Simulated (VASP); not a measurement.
# Zr3TiN4 (Pm-3m) in VASP: further runs

Zr3TiN4 is run at these levels: PBE; tasks: single point.

Program: VASP 6.6.1. These are calculated values, not measurements. Logs are shortened: lines on timing, memory, paths and dates and some standing lists are left out, and cuts for length are marked.

## Step 1: The cell of the first run

The structure is cubic, space group Pm-3m (No. 221). The conventional cell has a = 4.387 Å, b = 4.387 Å, c = 4.387 Å, α = 90.00°, β = 90.00°, γ = 90.00°. Within 2.9 Å of Zr (site symmetry 4/mmm) lie 6 N at 2.19 Å. Ti (site symmetry m-3m) has 6 N at 2.19 Å within 2.9 Å. Within 2.9 Å of N (site symmetry 4/mmm) lie 4 Zr at 2.19 Å and 2 Ti at 2.19 Å. Within 2.9 Å of N (site symmetry m-3m) lie 6 Zr at 2.19 Å.

## Step 2: Single point, PBE (10.56 Å³/atom)

File INCAR:

```
SYSTEM = Zr3TiN4
ALGO = Normal
EDIFF = 1E-6
ENCUT = 520
GGA = PE
ISIF = 2
ISMEAR = 0
LASPH = .TRUE.
LCHARG = .FALSE.
LREAL = .FALSE.
LWAVE = .FALSE.
NBANDS = 44
NELM = 100
PREC = Accurate
SIGMA = 0.1
```

File KPOINTS:

```
k-points
0
G
  8 8 8
  0 0 0
```

File POSCAR:

```
Zr3TiN4
1.0
    4.3871725548      0.0000000000      0.0000000000
    0.0000000000      4.3871725548      0.0000000000
    0.0000000000      0.0000000000      4.3871725548
Zr Ti N
3 1 4
Direct
    0.0000000000      0.0000000000      0.5000000000
    0.5000000000      0.0000000000      0.0000000000
    0.0000000000      0.5000000000      0.0000000000
    0.5000000000      0.5000000000      0.5000000000
    0.5000000000      0.5000000000      0.0000000000
    0.0000000000      0.5000000000      0.5000000000
    0.5000000000      0.0000000000      0.5000000000
    0.0000000000      0.0000000000      0.0000000000
```

Potentials or basis: VASP PAW PBE potentials, release 64 (Zr_sv, Ti_sv, N).

On the command line:

```bash
cat potpaw_PBE.64/Zr_sv/POTCAR potpaw_PBE.64/Ti_sv/POTCAR potpaw_PBE.64/N/POTCAR > POTCAR
mpirun -np 1 vasp_std > vasp.out
```

OUTCAR:

```text
SYSTEM = Zr3TiN4
   EDIFF = 1E-6
   ENCUT = 520
   GGA = PE
   ISIF = 2
   ISMEAR = 0
   LASPH = .TRUE.
   LREAL = .FALSE.
   NELM = 100
   PREC = Accurate

 ion  position               nearest neighbor table
   1  0.000  0.000  0.500-   6 2.19   7 2.19   8 2.19   8 2.19   6 2.19   7 2.19   2 3.10   3 3.10
                             2 3.10   3 3.10   4 3.10   3 3.10   3 3.10   2 3.10   4 3.10   4 3.10
   2  0.500  0.000  0.000-   5 2.19   7 2.19   8 2.19   7 2.19   5 2.19   8 2.19   1 3.10   4 3.10
                             1 3.10   3 3.10   4 3.10   3 3.10   4 3.10   1 3.10   3 3.10   4 3.10
   3  0.000  0.500  0.000-   5 2.19   6 2.19   8 2.19   6 2.19   8 2.19   5 2.19   1 3.10   4 3.10
                             1 3.10   1 3.10   2 3.10   2 3.10   1 3.10   2 3.10   4 3.10   4 3.10
   4  0.500  0.500  0.500-   5 2.19   6 2.19   7 2.19   5 2.19   7 2.19   6 2.19   2 3.10   3 3.10
                             1 3.10   1 3.10   2 3.10   2 3.10   2 3.10   1 3.10   3 3.10   3 3.10
   5  0.500  0.500  0.000-   2 2.19   3 2.19   4 2.19   4 2.19   2 2.19   3 2.19
   6  0.000  0.500  0.500-   1 2.19   3 2.19   4 2.19   3 2.19   1 2.19   4 2.19
   7  0.500  0.000  0.500-   1 2.19   2 2.19   4 2.19   2 2.19   4 2.19   1 2.19
   8  0.000  0.000  0.000-   1 2.19   2 2.19   3 2.19   1 2.19   3 2.19   2 2.19

  LATTYP: Found a simple cubic cell.
 ALAT       =     4.3871725548

  Lattice vectors:

 A1 = (   4.3871725548,   0.0000000000,   0.0000000000)
 A2 = (   0.0000000000,   4.3871725548,   0.0000000000)
 A3 = (   0.0000000000,   0.0000000000,   4.3871725548)

Analysis of symmetry for initial positions (statically):
=====================================================================
 Subroutine PRICEL returns:
 Original cell was already a primitive cell.

 Routine SETGRP: Setting up the symmetry group for a
 simple cubic supercell.

 Subroutine GETGRP returns: Found 48 space group operations
 (whereof 48 operations were pure point group operations)
 out of a pool of 48 trial point group operations.

The static configuration has the point symmetry O_h .

Analysis of symmetry for dynamics (positions and initial velocities):
=====================================================================
 Subroutine PRICEL returns:
 Original cell was already a primitive cell.

 Routine SETGRP: Setting up the symmetry group for a
 simple cubic supercell.

 Subroutine GETGRP returns: Found 48 space group operations
 (whereof 48 operations were pure point group operations)
 out of a pool of 48 trial point group operations.

The dynamic configuration has the point symmetry O_h .

 Subroutine INISYM returns: Found 48 space group operations
 (whereof 48 operations are pure point group operations),
 and found     1 'primitive' translations

----------------------------------------------------------------------------------------

                                     Primitive cell

  volume of cell :      84.4412

  direct lattice vectors                    reciprocal lattice vectors
     4.387172555  0.000000000  0.000000000     0.227937239  0.000000000  0.000000000
     0.000000000  4.387172555  0.000000000     0.000000000  0.227937239  0.000000000
     0.000000000  0.000000000  4.387172555     0.000000000  0.000000000  0.227937239

  length of vectors
     4.387172555  4.387172555  4.387172555     0.227937239  0.227937239  0.227937239

  position of ions in fractional coordinates (direct lattice)
     0.000000000  0.000000000  0.500000000
     0.500000000  0.000000000  0.000000000
     0.000000000  0.500000000  0.000000000
     0.500000000  0.500000000  0.500000000
     0.500000000  0.500000000  0.000000000
     0.000000000  0.500000000  0.500000000
     0.500000000  0.000000000  0.500000000
     0.000000000  0.000000000  0.000000000

  ion indices of the primitive-cell ions
   primitive index   ion index
                 1           1
                 2           2
                 3           3
                 4           4
                 5           5
                 6           6
                 7           7
                 8           8

----------------------------------------------------------------------------------------

 KPOINTS: k-points

Automatic generation of k-mesh.
 Grid dimensions read from file:
 generate k-points for:    8    8    8

 Generating k-lattice:

  Cartesian coordinates                     Fractional coordinates (reciprocal lattice)
     0.028492155  0.000000000  0.000000000     0.125000000  0.000000000  0.000000000
     0.000000000  0.028492155  0.000000000     0.000000000  0.125000000  0.000000000
     0.000000000  0.000000000  0.028492155     0.000000000  0.000000000  0.125000000

  Length of vectors
     0.028492155  0.028492155  0.028492155

  Shift w.r.t. Gamma in fractional coordinates (k-lattice)
     0.000000000  0.000000000  0.000000000

 Subroutine IBZKPT returns following result:
 ===========================================

 Found     35 irreducible k-points:

 Following reciprocal coordinates:
            Coordinates               Weight
  0.000000  0.000000  0.000000      1.000000
  0.125000  0.000000  0.000000      6.000000
  0.250000  0.000000  0.000000      6.000000
  0.375000  0.000000  0.000000      6.000000
  0.500000  0.000000  0.000000      3.000000
  0.125000  0.125000  0.000000     12.000000
[... 16 lines left out ...]
  0.375000  0.375000  0.125000     24.000000
  0.500000  0.375000  0.125000     24.000000
 [... further k-points ...]
   k-points           NKPTS =     35   k-points in BZ     NKDIM =     35   number of bands    NBANDS=     44
   number of dos      NEDOS =    301   number of ions     NIONS =      8
   total plane-waves  NPLWV =  46656
   dimension x,y,z NGX =    36 NGY =   36 NGZ =   36
   dimension x,y,z NGXF=    72 NGYF=   72 NGZF=   72
   ions per type =               3   1   4
   NGX,Y,Z   is equivalent  to a cutoff of  13.64, 13.64, 13.64 a.u.
   NGXF,Y,Z  is equivalent  to a cutoff of  27.28, 27.28, 27.28 a.u.
 SYSTEM =  Zr3TiN4
   PREC   = accura    normal or accurate (medium, high low for compatibility)
   ISTART =      0    job   : 0-new  1-cont  2-samecut
   ICHARG =      2    charge: 1-file 2-atom 10-const
   ISPIN  =      1    spin polarized calculation?
   LNONCOLLINEAR =      F non collinear calculations
   LSORBIT =      F    spin-orbit coupling
   LASPH  =      T    aspherical Exc in radial PAW
   ENCUT  =  520.0 eV  38.22 Ry    6.18 a.u.   8.16  8.16  8.16*2*pi/ulx,y,z
   NELM   =    100;   NELMIN=  2; NELMDL= -5     # of ELM steps
   EDIFF  = 0.1E-05   stopping-criterion for ELM
   LREAL  =      F    real-space projection
   EDIFFG = 0.1E-04   stopping-criterion for IOM
   NSW    =      0    number of steps for IOM
   IBRION =     -1    ionic relax: 0-MD 1-quasi-New 2-CG
   NFREE  =      0    steps in history (QN), initial steepest desc. (CG)
   ISIF   =      2    stress and relaxation
   ISYM   =      2    0-nonsym 1-usesym 2-fastsym
   POTIM  = 0.5000    time-step for ionic-motion
   TEBEG  =    0.0;   TEEND  =   0.0 temperature during run
   PSTRESS=    0.0 pullay stress
   NELECT =      68.0000    total number of electrons
   NUPDOWN=      -1.0000    fix difference up-down
   EMIN   =  10.00;   EMAX   =-10.00  energy-range for DOS
   EFERMI =   0.00;   METHOD = LEGACY
   ISMEAR =     0;   SIGMA  =   0.10  broadening in eV -4-tet -1-fermi 0-gaus
   EFERMI_NEDOS =   21; number of points for ismear=-14 and -15
   IALGO  =     38    algorithm
   IMIX   =      4    mixing-type and parameters
     AMIX     =   0.40;   BMIX     =  1.00
     AMIX_MAG =   1.60;   BMIX_MAG =  1.00
  volume/ion in A,a.u.               =      10.56        71.23
  Fermi-wavevector in a.u.,A,eV,Ry     =   1.523093  2.878228 31.562962  2.319812
  Thomas-Fermi vector in A             =   2.631583
   LORBIT       =      0    0 simple, 1 ext, 2 COOP (PROOUT), +10 PAW based schemes
   GGA     = PE    functional components
   LHFCALC =     F    Hartree Fock is set to
   AEXX    =    0.0000 exact exchange contribution
   IVDW    =     0    specifies the selected vdW correction
   LEPSILON=     F    determine dielectric tensor
   LRPA    =     F    only Hartree local field effects (RPA)
 non-spin polarized calculation
 Gauss-broadening in eV      SIGMA  =   0.10
  energy-cutoff  :      520.00
  volume of cell :       84.44
 maximum number of plane-waves:      2301
 NGX is ok and might be reduce to    36
   NGX = 17   NGY = 17   NGZ = 17

 number of electron      67.9999999 magnetization

 Free energy of the ion-electron system (eV)
  ---------------------------------------------------
  ext. energy  EPLUGINS =         0.00000000
  ---------------------------------------------------
  free energy    TOTEN  =       -79.63442807 eV

  energy without entropy =      -79.61520963  energy(sigma->0) =      -79.62481885

 E-fermi :  12.8464     XC(G=0): -13.0273

 val. band max:       12.8188992721   @ k =   0.3750   0.2500   0.0000
 cond. band min:      12.8919603310   @ k =   0.3750   0.2500   0.1250
 fundamental gap:      0.0730610590
 Fermi energy:        12.8464409415

 k-point     1 :       0.0000    0.0000    0.0000
  band No.  band energies     occupation
      1     -44.9278      2.00000
      2     -36.3176      2.00000
      3     -36.0696      2.00000
      4     -36.0696      2.00000
      5     -21.2449      2.00000
      6     -21.2449      2.00000
[... 36 lines left out ...]
     43      16.3717      0.00000
     44      16.3721      0.00000

 k-point     2 :       0.1250    0.0000    0.0000
  band No.  band energies     occupation
      1     -44.9277      2.00000
      2     -36.3094      2.00000
      3     -36.0780      2.00000
      4     -36.0694      2.00000
      5     -21.2457      2.00000
      6     -21.2443      2.00000
[... 1026 lines left out ...]
 k-point    24 :       0.5000    0.3750    0.1250
  band No.  band energies     occupation
      1     -44.9270      2.00000
      2     -36.1805      2.00000
      3     -36.1508      2.00000
      4     -36.1211      2.00000
      5     -21.2579      2.00000
      6     -21.2564      2.00000
[... 36 lines left out ...]
     43      16.1938      0.00000
     44      16.4693      0.00000

 [... further k-points ...]

------------------------ aborting loop because EDIFF is reached ----------------------------------------

  FORCE on cell =-STRESS in cart. coord.  units (eV):
  Direction    XX          YY          ZZ          XY          YZ          ZX
  --------------------------------------------------------------------------------------
  -------------------------------------------------------------------------------------
  Total       15.5098296     15.5098296     15.5098296     -0.0000000     -0.0000000      0.0000000
  in kB      294.2818385    294.2818385    294.2818385     -0.0000000     -0.0000000      0.0000000
  external PRESSURE =     294.2818385 kB  Pullay stress =       0.0000000 kB

 VOLUME and BASIS-vectors are now :
 -----------------------------------------------------------------------------
  energy-cutoff  :      520.00
  volume of cell :       84.44
      direct lattice vectors                 reciprocal lattice vectors
     4.387172555  0.000000000  0.000000000     0.227937239  0.000000000  0.000000000
     0.000000000  4.387172555  0.000000000     0.000000000  0.227937239  0.000000000
     0.000000000  0.000000000  4.387172555     0.000000000  0.000000000  0.227937239

 POSITION                                       TOTAL-FORCE (eV/Angst)
 -----------------------------------------------------------------------------------
      0.00000      0.00000      2.19359         0.000000      0.000000      0.000000
      2.19359      0.00000      0.00000         0.000000      0.000000      0.000000
      0.00000      2.19359      0.00000         0.000000      0.000000      0.000000
      2.19359      2.19359      2.19359         0.000000      0.000000      0.000000
      2.19359      2.19359      0.00000         0.000000      0.000000      0.000000
      0.00000      2.19359      2.19359         0.000000      0.000000      0.000000
      2.19359      0.00000      2.19359         0.000000      0.000000      0.000000
      0.00000      0.00000      0.00000         0.000000      0.000000      0.000000
 -----------------------------------------------------------------------------------
    total drift:                                0.000000      0.000000     -0.000000

  FREE ENERGIE OF THE ION-ELECTRON SYSTEM (eV)
  ---------------------------------------------------
  free  energy   TOTEN  =       -79.6344280733 eV

  energy  without entropy=      -79.6152096335  energy(sigma->0) =      -79.62481885
```

Wall time 88 s (1 thread of Intel Xeon 6975P-C (Granite Rapids), shared host); peak memory 0.26 GiB.

What came out:

- Free energy: -79.6344 eV
- Pressure: 29.4 GPa
- Band gap on the k mesh: zero (bands 34 and 35 overlap by 4.16 eV)

Caveat: the cell stands under pressure.

## Step 3: Single point, PBE (10.90 Å³/atom)

This run uses another cell than the first one, of 10.90 Å³/atom.

File INCAR:

```
SYSTEM = Zr3TiN4
PREC = Accurate ; ENCUT = 520
EDIFF = 1E-6 ; ISMEAR = 0
SIGMA = 0.1 ; LREAL = .FALSE.
LASPH = .TRUE. ; NELM = 60
ALGO = Normal ; ISIF = 2
LWAVE = .FALSE. ; LCHARG = .FALSE.
GGA = PE ; NBANDS = 44
```

File KPOINTS:

```
Automatic mesh
0
G
  8 8 8
  0 0 0
```

POSCAR, as its differences from that of step 2:

```diff
@@ -2,5 +2,5 @@
 1.0
-    4.3871725548      0.0000000000      0.0000000000
-    0.0000000000      4.3871725548      0.0000000000
-    0.0000000000      0.0000000000      4.3871725548
+    4.4348629493      0.0000000000      0.0000000000
+    0.0000000000      4.4348629493      0.0000000000
+    0.0000000000      0.0000000000      4.4348629493
 Zr Ti N
```

Potentials or basis: VASP PAW PBE potentials, release 64 (Zr_sv, Ti_sv, N).

On the command line:

```bash
cat potpaw_PBE.64/Zr_sv/POTCAR potpaw_PBE.64/Ti_sv/POTCAR potpaw_PBE.64/N/POTCAR > POTCAR
mpirun -np 1 vasp_std > vasp.out
```

Wall time 1.7 min (1 thread of Intel Xeon 6975P-C (Granite Rapids), shared host); peak memory 0.27 GiB.

The run converged. Its results:

* Free energy: -80.0480 eV
* Pressure: 18.1 GPa
* Band gap on the k mesh: zero (bands 34 and 35 overlap by 4.03 eV)

Levels at points of the mesh, in eV from the Fermi level:
```
           k point  band 32  band 33  band 34  band 35  band 36  band 37
(0.00, 0.00, 0.00)    -2.88    -2.52    -2.52    -2.52    -0.45    -0.45
(0.50, 0.00, 0.00)    -3.30    -2.38    -2.09     0.68     0.68     1.27
(0.50, 0.50, 0.00)    -4.46     0.83     0.83     1.50     1.90     2.00
(0.50, 0.50, 0.50)    -5.29     1.51     1.51     1.51     3.48     3.48
```

Caveat: the cell stands under pressure.

(Continued in part 2 of 2.)
